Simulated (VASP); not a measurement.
Input of a VASP 6.6.1 run:

File INCAR:

```
AGGAC = 1.0
AGGAX = 1.0
ALDAC = 0.0
ALDAX = 1.0
ALGO = Normal
EDIFF = 1E-6
ENCUT = 520
GGA = B5
ISIF = 2
ISMEAR = -1
LASPH = True
LCHARG = False
LREAL = False
LWAVE = False
NBANDS = 11
NELM = 80
PREC = Accurate
SIGMA = 0.1
```

The input KPOINTS:

```
k-points
0
Gamma
  11 11 11
```

POSCAR

```
Sr
1.0
   -2.4662540231      2.4662540231      2.4662540231
    2.4662540231     -2.4662540231      2.4662540231
    2.4662540231      2.4662540231     -2.4662540231
Sr
1
Direct
    0.0000000000      0.0000000000      0.0000000000
```

Potentials or basis: VASP PAW PBE potentials, release 64 (Sr_sv).

Launch:

```sh
$ cat potpaw_PBE.64/Sr_sv/POTCAR > POTCAR
$ mpirun -np 1 vasp_std > vasp.out
```

Estimate the band gap on the k mesh.

zero (bands 5 and 6 overlap by 0.32 eV).

What does it give for the pressure?

-0.7 GPa.

Caveat: the PAW data sets were made with another functional, which shifts forces and pressure a little.
